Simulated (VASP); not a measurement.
# Al (Fm-3m) in VASP: notebook

Runs on Al. Level: PBEsol. Tasks: single point, relaxation of volume and atoms at fixed shape.

Everything below comes from runs of VASP 6.6.1. Logs are shortened: lines on timing, memory, paths and dates and some standing lists are left out, and cuts for length are marked.

**1. The cell of the first run**

The structure is cubic, space group Fm-3m (No. 225). Conventional cell: a = 4.011 Å, b = 4.011 Å, c = 4.011 Å, α = 90.00°, β = 90.00°, γ = 90.00°. Within 3.7 Å of Al (site symmetry m-3m) lie 12 Al at 2.84 Å.

**2. Single point, PBEsol**

The input, INCAR:

```
SYSTEM = Al
PREC = Accurate
ENCUT = 520
EDIFF = 1E-6
ISMEAR = -1
SIGMA = 0.05
LREAL = .FALSE.
LASPH = .TRUE.
NELM = 100
ALGO = Normal
ISIF = 2
LWAVE = .FALSE.
LCHARG = .TRUE.
GGA = PS
LELF = .TRUE.
LVHAR = .TRUE.
NBANDS = 8
```

The input, KPOINTS:

```
regular mesh
0
G
  10 10 10
  0 0 0
```

The input, POSCAR:

```
Al
1.0
    0.0000000000      2.0056412762      2.0056412762
    2.0056412762      0.0000000000      2.0056412762
    2.0056412762      2.0056412762      0.0000000000
Al
1
Direct
    0.0000000000      0.0000000000      0.0000000000
```

Potentials or basis: VASP PAW PBE potentials, release 64 (Al).

The run is started by

```sh
cat potpaw_PBE.64/Al/POTCAR > POTCAR
mpirun -np 1 vasp_std > vasp.out
```

OUTCAR:

```text
SYSTEM = Al
   PREC = Accurate
   ENCUT = 520
   EDIFF = 1E-6
   ISMEAR = -1
   LREAL = .FALSE.
   LASPH = .TRUE.
   NELM = 100
   ISIF = 2
   GGA = PS

 ion  position               nearest neighbor table
   1  0.000  0.000  0.000-

  LATTYP: Found a face centered cubic cell.
 ALAT       =     4.0112825524

  Lattice vectors:

 A1 = (   0.0000000000,   2.0056412762,   2.0056412762)
 A2 = (   2.0056412762,   0.0000000000,   2.0056412762)
 A3 = (   2.0056412762,   2.0056412762,   0.0000000000)

Analysis of symmetry for initial positions (statically):
=====================================================================
 Subroutine PRICEL returns:
 Original cell was already a primitive cell.

 Routine SETGRP: Setting up the symmetry group for a
 face centered cubic supercell.

 Subroutine GETGRP returns: Found 48 space group operations
 (whereof 48 operations were pure point group operations)
 out of a pool of 48 trial point group operations.

The static configuration has the point symmetry O_h .

Analysis of symmetry for dynamics (positions and initial velocities):
=====================================================================
 Subroutine PRICEL returns:
 Original cell was already a primitive cell.

 Routine SETGRP: Setting up the symmetry group for a
 face centered cubic supercell.

 Subroutine GETGRP returns: Found 48 space group operations
 (whereof 48 operations were pure point group operations)
 out of a pool of 48 trial point group operations.

The dynamic configuration has the point symmetry O_h .

 Subroutine INISYM returns: Found 48 space group operations
 (whereof 48 operations are pure point group operations),
 and found     1 'primitive' translations

----------------------------------------------------------------------------------------

                                     Primitive cell

  volume of cell :      16.1358

  direct lattice vectors                    reciprocal lattice vectors
     0.000000000  2.005641276  2.005641276    -0.249296824  0.249296824  0.249296824
     2.005641276  0.000000000  2.005641276     0.249296824 -0.249296824  0.249296824
     2.005641276  2.005641276  0.000000000     0.249296824  0.249296824 -0.249296824

  length of vectors
     2.836405094  2.836405094  2.836405094     0.431794765  0.431794765  0.431794765

  position of ions in fractional coordinates (direct lattice)
     0.000000000  0.000000000  0.000000000

  ion indices of the primitive-cell ions
   primitive index   ion index
                 1           1

----------------------------------------------------------------------------------------

 KPOINTS: regular mesh

Automatic generation of k-mesh.
 Grid dimensions read from file:
 generate k-points for:   10   10   10

 Generating k-lattice:

  Cartesian coordinates                     Fractional coordinates (reciprocal lattice)
    -0.024929682  0.024929682  0.024929682     0.100000000  0.000000000  0.000000000
     0.024929682 -0.024929682  0.024929682     0.000000000  0.100000000  0.000000000
     0.024929682  0.024929682 -0.024929682     0.000000000  0.000000000  0.100000000

  Length of vectors
     0.043179477  0.043179477  0.043179477

  Shift w.r.t. Gamma in fractional coordinates (k-lattice)
     0.000000000  0.000000000  0.000000000

 Subroutine IBZKPT returns following result:
 ===========================================

 Found     47 irreducible k-points:

 Following reciprocal coordinates:
            Coordinates               Weight
  0.000000  0.000000  0.000000      1.000000
  0.100000  0.000000  0.000000      8.000000
  0.200000  0.000000  0.000000      8.000000
  0.300000  0.000000  0.000000      8.000000
  0.400000  0.000000  0.000000      8.000000
  0.500000  0.000000  0.000000      4.000000
[... 16 lines left out ...]
  0.300000  0.300000  0.000000      6.000000
  0.400000  0.300000  0.000000     24.000000
 [... further k-points ...]
   k-points           NKPTS =     47   k-points in BZ     NKDIM =     47   number of bands    NBANDS=      8
   number of dos      NEDOS =    301   number of ions     NIONS =      1
   total plane-waves  NPLWV =  13824
   dimension x,y,z NGX =    24 NGY =   24 NGZ =   24
   dimension x,y,z NGXF=    48 NGYF=   48 NGZF=   48
   ions per type =               1
   NGX,Y,Z   is equivalent  to a cutoff of  14.07, 14.07, 14.07 a.u.
   NGXF,Y,Z  is equivalent  to a cutoff of  28.13, 28.13, 28.13 a.u.
 SYSTEM =  Al
   PREC   = accura    normal or accurate (medium, high low for compatibility)
   ISTART =      0    job   : 0-new  1-cont  2-samecut
   ICHARG =      2    charge: 1-file 2-atom 10-const
   ISPIN  =      1    spin polarized calculation?
   LNONCOLLINEAR =      F non collinear calculations
   LSORBIT =      F    spin-orbit coupling
   LASPH  =      T    aspherical Exc in radial PAW
   ENCUT  =  520.0 eV  38.22 Ry    6.18 a.u.   5.27  5.27  5.27*2*pi/ulx,y,z
   NELM   =    100;   NELMIN=  2; NELMDL= -5     # of ELM steps
   EDIFF  = 0.1E-05   stopping-criterion for ELM
   LREAL  =      F    real-space projection
[... 7 lines left out ...]
   TEBEG  =    0.0;   TEEND  =   0.0 temperature during run
   PSTRESS=    0.0 pullay stress
   NELECT =       3.0000    total number of electrons
   NUPDOWN=      -1.0000    fix difference up-down
   EMIN   =  10.00;   EMAX   =-10.00  energy-range for DOS
   EFERMI =   0.00;   METHOD = LEGACY
   ISMEAR =    -1;   SIGMA  =   0.05  broadening in eV -4-tet -1-fermi 0-gaus
   EFERMI_NEDOS =   21; number of points for ismear=-14 and -15
   IALGO  =     38    algorithm
   IMIX   =      4    mixing-type and parameters
     AMIX     =   0.40;   BMIX     =  1.00
     AMIX_MAG =   1.60;   BMIX_MAG =  1.00
  volume/ion in A,a.u.               =      16.14       108.89
  Fermi-wavevector in a.u.,A,eV,Ry     =   0.934370  1.765702 11.878517  0.873046
  Thomas-Fermi vector in A             =   2.061167
   LORBIT       =      0    0 simple, 1 ext, 2 COOP (PROOUT), +10 PAW based schemes
   GGA     = PS    functional components
   LHFCALC =     F    Hartree Fock is set to
   AEXX    =    0.0000 exact exchange contribution
   IVDW    =     0    specifies the selected vdW correction
   LEPSILON=     F    determine dielectric tensor
   LRPA    =     F    only Hartree local field effects (RPA)
 non-spin polarized calculation
  energy-cutoff  :      520.00
  volume of cell :       16.14
 maximum number of plane-waves:       444
 NGX is ok and might be reduce to    24
   NGX = 11   NGY = 11   NGZ = 11

 number of electron       3.0000000 magnetization

 Free energy of the ion-electron system (eV)
  ---------------------------------------------------
  ext. energy  EPLUGINS =         0.00000000
  ---------------------------------------------------
  free energy    TOTEN  =        -4.07600651 eV

  energy without entropy =       -4.06937416  energy(sigma->0) =       -4.07269033

 E-fermi :   8.3047     XC(G=0): -10.3393

 val. band max:        8.2928596692   @ k =  -0.4000   0.4000   0.0000
 cond. band min:       8.4022156951   @ k =  -0.3000   0.2000   0.0000
 fundamental gap:      0.1093560259
 Fermi energy:         8.3047200482

 k-point     1 :       0.0000    0.0000    0.0000
  band No.  band energies     occupation
      1      -3.1015      2.00000
      2      20.9013      0.00000
      3      20.9013      0.00000
      4      20.9013      0.00000
      5      22.5627      0.00000
      6      22.5627      0.00000
      7      22.5627      0.00000
      8      24.8292      0.00000

 k-point     2 :       0.1000    0.0000    0.0000
  band No.  band energies     occupation
      1      -2.8259      2.00000
      2      17.6167      0.00000
      3      20.2117      0.00000
      4      20.2117      0.00000
      5      23.1739      0.00000
      6      23.6698      0.00000
      7      23.6698      0.00000
      8      26.4889      0.00000

 k-point     3 :       0.2000    0.0000    0.0000
  band No.  band energies     occupation
      1      -2.0023      2.00000
      2      13.5777      0.00000
      3      19.4621      0.00000
      4      19.4621      0.00000
      5      22.8703      0.00000
      6      24.0382      0.00000
      7      24.0382      0.00000
      8      26.1155      0.00000

 k-point     4 :       0.3000    0.0000    0.0000
  band No.  band energies     occupation
      1      -0.6404      2.00000
      2       9.8403      0.00000
      3      19.1129      0.00000
      4      19.1129      0.00000
      5      22.2489      0.00000
      6      22.2489      0.00000
      7      22.6898      0.00000
      8      26.3131      0.00000

 k-point     5 :       0.4000    0.0000    0.0000
  band No.  band energies     occupation
      1       1.2439      2.00000
      2       6.5148      2.00000
      3      19.2105      0.00000
      4      19.2105      0.00000
      5      20.7864      0.00000
      6      20.7864      0.00000
      7      22.8996      0.00000
      8      24.7634      0.00000
[... 177 lines left out ...]
 k-point    22 :      -0.2000    0.2000    0.0000
  band No.  band energies     occupation
      1      -0.1895      2.00000
      2      11.2759      0.00000
      3      12.8272      0.00000
      4      19.5192      0.00000
      5      21.5640      0.00000
      6      23.7452      0.00000
      7      24.8596      0.00000
      8      25.8607      0.00000

 k-point    23 :       0.3000    0.3000    0.0000
  band No.  band energies     occupation
      1       0.1693      2.00000
      2      14.1338      0.00000
      3      14.8857      0.00000
      4      15.1157      0.00000
      5      15.1157      0.00000
      6      18.7501      0.00000
      7      30.7330      0.00000
      8      31.9559      0.00000

 k-point    24 :       0.4000    0.3000    0.0000
  band No.  band energies     occupation
      1       1.5070      2.00000
      2      11.6428      0.00000
      3      12.1295      0.00000
      4      14.7293      0.00000
      5      16.0196      0.00000
      6      19.7119      0.00000
      7      30.0441      0.00000
      8      32.3552      0.00000

 [... further k-points ...]

------------------------ aborting loop because EDIFF is reached ----------------------------------------

  FORCE on cell =-STRESS in cart. coord.  units (eV):
  Direction    XX          YY          ZZ          XY          YZ          ZX
  --------------------------------------------------------------------------------------
  -------------------------------------------------------------------------------------
  Total        0.0056047      0.0056047      0.0056047     -0.0000000     -0.0000000      0.0000000
  in kB        0.5565137      0.5565137      0.5565137     -0.0000000     -0.0000000      0.0000000
  external PRESSURE =       0.5565137 kB  Pullay stress =       0.0000000 kB

 VOLUME and BASIS-vectors are now :
 -----------------------------------------------------------------------------
  energy-cutoff  :      520.00
  volume of cell :       16.14
      direct lattice vectors                 reciprocal lattice vectors
     0.000000000  2.005641276  2.005641276    -0.249296824  0.249296824  0.249296824
     2.005641276  0.000000000  2.005641276     0.249296824 -0.249296824  0.249296824
     2.005641276  2.005641276  0.000000000     0.249296824  0.249296824 -0.249296824

 POSITION                                       TOTAL-FORCE (eV/Angst)
 -----------------------------------------------------------------------------------
      0.00000      0.00000      0.00000        -0.000000      0.000000      0.000000
 -----------------------------------------------------------------------------------
    total drift:                                0.000000      0.000000     -0.000000

  FREE ENERGIE OF THE ION-ELECTRON SYSTEM (eV)
  ---------------------------------------------------
  free  energy   TOTEN  =        -4.0760065108 eV

  energy  without entropy=       -4.0693741579  energy(sigma->0) =       -4.07269033
```

It took 2.3 s on 1 thread of Intel Xeon 6975P-C (Granite Rapids), shared host; peak memory 0.13 GiB.

Results:

| Item | Value |
| --- | --- |
| Free energy | -4.0760 eV |
| Pressure | 0.1 GPa |

Caveat: the PAW data sets were made with another functional, which shifts forces and pressure a little.

**3. Relaxation of volume and atoms at fixed shape, PBEsol**

This run uses another cell than the first one, of 16.60 Å³/atom, 1.029 times its volume.

The input, INCAR:

```
SYSTEM = Al
  PREC = Accurate
  ENCUT = 600
  EDIFF = 1E-6
  ISMEAR = -1
  SIGMA = 0.05
  LREAL = .FALSE.
  LASPH = .TRUE.
  NELM = 60
  ALGO = Normal
  ISIF = 8
  LWAVE = .FALSE.
  LCHARG = .FALSE.
  GGA = PS
  IBRION = 2
  NSW = 80
  EDIFFG = -0.03
```

KPOINTS is that of step 2.

The input, POSCAR:

```
Al
1.0
    0.0000000000      2.0248050000      2.0248050000
    2.0248050000      0.0000000000      2.0248050000
    2.0248050000      2.0248050000      0.0000000000
Al
1
Direct
    0.0000000000      0.0000000000      0.0000000000
```

Potentials or basis: VASP PAW PBE potentials, release 64 (Al).

The run is started by

```sh
cat potpaw_PBE.64/Al/POTCAR > POTCAR
mpirun -np 1 vasp_std > vasp.out
```

OUTCAR:

```text
SYSTEM = Al
   PREC = Accurate
   ENCUT = 600
   EDIFF = 1E-6
   ISMEAR = -1
   LREAL = .FALSE.
   LASPH = .TRUE.
   NELM = 60
   ISIF = 8
   GGA = PS
   IBRION = 2
   NSW = 80
   EDIFFG = -0.03

 ion  position               nearest neighbor table
   1  0.000  0.000  0.000-

  LATTYP: Found a face centered cubic cell.
 ALAT       =     4.0496100000

  Lattice vectors:

 A1 = (   0.0000000000,   2.0248050000,   2.0248050000)
 A2 = (   2.0248050000,   0.0000000000,   2.0248050000)
 A3 = (   2.0248050000,   2.0248050000,   0.0000000000)

Analysis of symmetry for initial positions (statically):
=====================================================================
 Subroutine PRICEL returns:
 Original cell was already a primitive cell.

 Routine SETGRP: Setting up the symmetry group for a
 face centered cubic supercell.

 Subroutine GETGRP returns: Found 48 space group operations
 (whereof 48 operations were pure point group operations)
 out of a pool of 48 trial point group operations.

The static configuration has the point symmetry O_h .

[... 201 lines left out ...]
  energy without entropy =       -4.06949330  energy(sigma->0) =       -4.07278956

 E-fermi :   8.3179     XC(G=0): -10.3440

 val. band max:        8.3079959520   @ k =  -0.4000   0.4000   0.0000
 cond. band min:       8.4157917227   @ k =  -0.3000   0.2000   0.0000
 fundamental gap:      0.1077957707
 Fermi energy:         8.3179489607

 k-point     1 :       0.0000    0.0000    0.0000
  band No.  band energies     occupation
      1      -3.0970      2.00000
      2      20.9221      0.00000
      3      20.9221      0.00000
      4      20.9221      0.00000
      5      22.5935      0.00000
[... 177 lines left out ...]
 k-point    24 :       0.4000    0.3000    0.0000
  band No.  band energies     occupation
      1       1.5153      2.00000
      2      11.6578      0.00000
      3      12.1470      0.00000
      4      14.7496      0.00000
      5      16.0392      0.00000

 [... further k-points ...]

------------------------ aborting loop because EDIFF is reached ----------------------------------------

  FORCE on cell =-STRESS in cart. coord.  units (eV):
  Direction    XX          YY          ZZ          XY          YZ          ZX
  --------------------------------------------------------------------------------------
  -------------------------------------------------------------------------------------
  Total        0.0160418      0.0160418      0.0160418      0.0000000      0.0000000      0.0000000
  in kB        1.5949198      1.5949198      1.5949198      0.0000000      0.0000000      0.0000000
  external PRESSURE =       1.5949198 kB  Pullay stress =       0.0000000 kB

 VOLUME and BASIS-vectors are now :
 -----------------------------------------------------------------------------
  energy-cutoff  :      600.00
  volume of cell :       16.11
      direct lattice vectors                 reciprocal lattice vectors
     0.000000000  2.004772603  2.004772603    -0.249404845  0.249404845  0.249404845
     2.004772603  0.000000000  2.004772603     0.249404845 -0.249404845  0.249404845
     2.004772603  2.004772603  0.000000000     0.249404845  0.249404845 -0.249404845

 POSITION                                       TOTAL-FORCE (eV/Angst)
 -----------------------------------------------------------------------------------
      4.00955      2.00477      2.00477         0.000000      0.000000      0.000000
 -----------------------------------------------------------------------------------
    total drift:                               -0.000000     -0.000000     -0.000000

  FREE ENERGIE OF THE ION-ELECTRON SYSTEM (eV)
  ---------------------------------------------------
  free  energy   TOTEN  =        -4.0760858183 eV

  energy  without entropy=       -4.0694932998  energy(sigma->0) =       -4.07278956

 reached required accuracy - stopping structural energy minimisation
```

OSZICAR:

```text
N       E                     dE             d eps       ncg     rms          rms(c)
DAV:   1    -0.142137198757E+01   -0.14214E+01   -0.97311E+02   470   0.380E+02
DAV:   2    -0.408024949015E+01   -0.26589E+01   -0.23700E+01   615   0.331E+01
DAV:   3    -0.410197189967E+01   -0.21722E-01   -0.19940E-01   665   0.377E+00
DAV:   4    -0.410203351274E+01   -0.61613E-04   -0.61611E-04   640   0.195E-01
DAV:   5    -0.410203386030E+01   -0.34755E-06   -0.34769E-06   665   0.113E-02    0.138E+00
DAV:   6    -0.408477265100E+01    0.17261E-01   -0.23787E-03   555   0.323E-01    0.785E-01
DAV:   7    -0.407321726562E+01    0.11555E-01   -0.63990E-03   565   0.513E-01    0.163E-01
DAV:   8    -0.407320220265E+01    0.15063E-04   -0.31729E-05   605   0.588E-02    0.611E-03
DAV:   9    -0.407320141271E+01    0.78994E-06   -0.62471E-07   590   0.556E-03
   1 F= -.40732014E+01 E0= -.40695273E+01  d E =-.407320E+01
       N       E                     dE             d eps       ncg     rms          rms(c)
DAV:   1    -0.407648557557E+01   -0.32834E-02   -0.44333E-02   580   0.136E+00    0.188E-01
DAV:   2    -0.407624891457E+01    0.23666E-03   -0.29684E-04   505   0.147E-01    0.684E-02
DAV:   3    -0.407609611445E+01    0.15280E-03   -0.62033E-05   560   0.476E-02    0.240E-02
DAV:   4    -0.407608573688E+01    0.10378E-04   -0.59310E-06   625   0.145E-02    0.149E-02
DAV:   5    -0.407608581830E+01   -0.81422E-07   -0.44762E-08   315   0.224E-03
   2 F= -.40760858E+01 E0= -.40727896E+01  d E =-.288441E-02
```

Wall time 2.3 s (1 thread of Intel Xeon 6975P-C (Granite Rapids), shared host); peak memory 0.13 GiB.

What came out:

```
Free energy                            : -4.0761 eV
Relaxed volume                         : 16.11 Å³/atom
Relaxed cell                           : a = 2.835 Å, b = 2.835 Å, c = 2.835 Å, α = 60.00°, β = 60.00°, γ = 60.00°
Space group after relaxing (to 0.05 Å) : Fm-3m (No. 225)
Energy gained by relaxing              : 2.9 meV/atom
Ionic steps                            : 2
Pressure after relaxing                : 0.2 GPa
```

The path:
```
step  energy change (eV)  largest force (eV/Å)  pressure (GPa)  volume (Å³)
   1              0.0000                0.0000           -1.98        16.60
   2             -0.0029                0.0000            0.16        16.11
```

Final structure:
```
Al
1.0
     0.00000    2.00477    2.00477
     2.00477    0.00000    2.00477
     2.00477    2.00477    0.00000
Al
1
Cartesian
  4.0095 2.0048 2.0048
```

Levels at points of the mesh, in eV from the Fermi level:
```
           k point  band 1  band 2  band 3  band 4
(0.00, 0.00, 0.00)  -11.41   12.60   12.60   12.60
(0.50, 0.00, 0.00)   -4.81   -4.53   11.42   11.51
(0.50, 0.50, 0.00)   -3.10   -1.73    5.14    5.58
```

Caveat: the PAW data sets were made with another functional, which shifts forces and pressure a little.
